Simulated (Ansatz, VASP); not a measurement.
## BaZnSbF in VASP and in Ansatz

```
Ba Zn Sb F
1.0
     4.43590    0.00000    0.00000
     0.00000    4.43590    0.00000
     0.00000    0.00000    9.74534
Ba Zn Sb F
2 2 2 2
Direct
  0.00000 0.50000 0.35032
  0.50000 0.00000 0.64968
  0.50000 0.50000 0.00000
  0.00000 0.00000 0.00000
  0.50000 0.00000 0.16628
  0.00000 0.50000 0.83372
  0.50000 0.50000 0.50000
  0.00000 0.00000 0.50000
```

Alike in both runs: task single point; functional PBE; k mesh 6 × 6 × 2; occupations fermi-dirac, width 0.02 eV; no spin polarisation.

|  | VASP | Ansatz |
| --- | --- | --- |
| version | VASP 6.6.1 | Ansatz 0.2.0 |
| potentials or method | VASP PAW PBE potentials, release 64 (Ba_sv, Zn, Sb, F) | plane waves, PAW |
| plane-wave cutoff (eV) | 600 | 420 |
| valence electrons in the cell | 68 | 88 |

VASP gave:

* pressure (GPa): 2.2
* traceless stress, the component that is largest in VASP (GPa): -0.16
* rms of the force components (eV/Å): 0.077

Problem. What did Ansatz give for the same quantities?

Solution. Pressure (GPa): 1.6; traceless stress, the component that is largest in VASP (GPa): -0.13; rms of the force components (eV/Å): 0.053.

Atom by atom the forces differ by 0.033 eV/Å (rms over components). VASP's potentials hold 68 valence electrons a cell and Ansatz's 88, so a difference there can come from the potentials and not from the codes.

Spin-orbit coupling is off throughout.
